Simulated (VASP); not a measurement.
Here is a VASP 6.6.1 calculation.

File INCAR:

```
PREC     = Accurate       # precision mode
ENCUT    = 520            # plane-wave cutoff, eV
EDIFF    = 1E-6           # SCF threshold, eV
ISMEAR   = -1             # smearing method
SIGMA    = 0.05           # smearing width, eV
LREAL    = F              # projectors in reciprocal space
LASPH    = T              # aspherical terms in the spheres
NELM     = 150            # most SCF steps
ALGO     = Normal         # electronic algorithm
ISIF     = 2              # what is computed and relaxed
LWAVE    = F              # write WAVECAR
LCHARG   = F              # write CHGCAR
ISPIN    = 2              # spin polarisation
MAGMOM   = 4 0 0          # initial moments
LORBIT   = 11             # projections on sites
LMAXMIX  = 4              # l up to which the mixer works
GGA      = PS             # functional
NBANDS   = 24             # bands
```

Contents of KPOINTS:

```
Automatic mesh
0
Gamma
  11 11 6
```

POSCAR

```
MnO2
1.0
    2.8565781804      0.0000000000      0.0000000000
   -1.4282890902      2.4738692722      0.0000000000
    0.0000000000      0.0000000000      4.6013740589
Mn O
1 2
Direct
   -0.0282480000     -0.0138430000      0.5050870000
    0.3461540000      0.6677230000      0.7044410000
    0.6862270000      0.3347620000      0.3077070000
```

Potentials or basis: VASP PAW PBE potentials, release 64 (Mn_pv, O).

Run with:

```sh
$ cat potpaw_PBE.64/Mn_pv/POTCAR potpaw_PBE.64/O/POTCAR > POTCAR
$ mpirun -np 1 vasp_std > vasp.out
```

Problem. What does it give for the largest force?

Solution. 1.732 eV/Å.

Problem. What does it give for the pressure?

Solution. 6.0 GPa.

Stress tensor (GPa, compression positive):
```
 5.79 -0.02  0.62
-0.02  4.55 -1.05
 0.62 -1.05  7.78
```

Caveat: the cell differs from its parent crystal (atoms moved at random); the cell stands under pressure; the PAW data sets were made with another functional, which shifts forces and pressure a little; a cell with one magnetic atom can't hold antiferromagnetic order, which such compounds often take.
